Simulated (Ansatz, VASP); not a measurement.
# One calculation of C, two programs

File INCAR:

```
SYSTEM = C
  ALGO = Normal
  EDIFF = 1E-7
  ENCUT = 520
  GGA = PE
  ISIF = 2
  ISMEAR = 0
  LASPH = .True.
  LCHARG = .False.
  LREAL = Auto
  LWAVE = .False.
  NBANDS = 46
  NELM = 60
  PREC = Accurate
  SIGMA = 0.05
```

File KPOINTS:

```
k-points
0
Gamma
  10 10 2
  0 0 0
```

Contents of POSCAR:

```
C
1.0
   -2.5180184914      0.0000000000      0.0000000000
   -1.2590092457     -2.1806679808      0.0000000000
   -0.9442569343     -0.5451669952     16.6091763648
C
16
Direct
   -0.1678710205     -0.1678710205      0.6714840821
   -0.0428710205     -0.0428710205      0.1714840821
   -0.2303710205      0.7696289795      0.9214840821
   -0.1053710205      0.8946289795      0.4214840821
   -0.2071289795     -0.2071289795      0.8285159179
   -0.0821289795     -0.0821289795      0.3285159179
   -0.0196289795      0.9803710205      0.0785159179
   -0.1446289795      0.8553710205      0.5785159179
    0.1576422630      0.1576422630      0.7027642813
    0.2826422630      0.2826422630      0.2027642813
    0.4284755963      0.4284755963      0.9527642813
    0.5534755963      0.5534755963      0.4527642813
    0.1340244037      0.1340244037      0.7972357187
    0.2590244037      0.2590244037      0.2972357187
    0.6548577370      0.6548577370      0.0472357187
    0.5298577370      0.5298577370      0.5472357187
```

Input for Ansatz:

```yaml
crystal:
  lattice:
    - [-2.5180184914, 0.0, 0.0]
    - [-1.2590092457, -2.1806679808, 0.0]
    - [-0.9442569343, -0.5451669952, 16.6091763648]
  atoms:
    - { symbol: C, position: [-0.1678710205, -0.1678710205, 0.6714840821] }
    - { symbol: C, position: [-0.0428710205, -0.0428710205, 0.1714840821] }
    - { symbol: C, position: [-0.2303710205, 0.7696289795, 0.9214840821] }
    - { symbol: C, position: [-0.1053710205, 0.8946289795, 0.4214840821] }
    - { symbol: C, position: [-0.2071289795, -0.2071289795, 0.8285159179] }
    - { symbol: C, position: [-0.0821289795, -0.0821289795, 0.3285159179] }
    - { symbol: C, position: [-0.0196289795, 0.9803710205, 0.0785159179] }
    - { symbol: C, position: [-0.1446289795, 0.8553710205, 0.5785159179] }
    - { symbol: C, position: [0.157642263, 0.157642263, 0.7027642813] }
    - { symbol: C, position: [0.282642263, 0.282642263, 0.2027642813] }
    - { symbol: C, position: [0.4284755963, 0.4284755963, 0.9527642813] }
    - { symbol: C, position: [0.5534755963, 0.5534755963, 0.4527642813] }
    - { symbol: C, position: [0.1340244037, 0.1340244037, 0.7972357187] }
    - { symbol: C, position: [0.2590244037, 0.2590244037, 0.2972357187] }
    - { symbol: C, position: [0.654857737, 0.654857737, 0.0472357187] }
    - { symbol: C, position: [0.529857737, 0.529857737, 0.5472357187] }
basis:
  ecutwfc: 420
kpoints:
  mp_grid: { grid: [10, 10, 2] }
hamiltonian:
  xc: pbe
scf:
  occupations: { method: gaussian, width: 0.05 }
output:
  forces: true
  stress: true
  eigenvalues: true
```

Alike in both runs: task single point; functional PBE; k mesh 10 × 10 × 2; occupations gaussian, width 0.05 eV; no spin polarisation.

```csv
,VASP,Ansatz
version,VASP 6.6.1,Ansatz 0.2.0
potentials or method,"VASP PAW PBE potentials, release 64 (C), cutoff 520 eV","scalar-relativistic, plane waves, PAW"
valence electrons in the cell,64,64
```

VASP gave:

- gap on the k mesh at the Fermi level (eV): 0.03
- least direct gap on the mesh (eV): 1.29
- pressure (GPa): 2.8
- traceless stress, the component that is largest in VASP (GPa): 15.09
- rms of the force components (eV/Å): 1.019

Q: What did Ansatz give for the same quantities?

A: gap on the k mesh at the Fermi level (eV): 0.03; least direct gap on the mesh (eV): 1.30; pressure (GPa): 2.2; traceless stress, the component that is largest in VASP (GPa): 15.09; rms of the force components (eV/Å): 1.023.

Atom by atom the forces differ by 0.007 eV/Å (rms over components). The functional is the same, so the differences come from potentials, cutoffs and numerics.
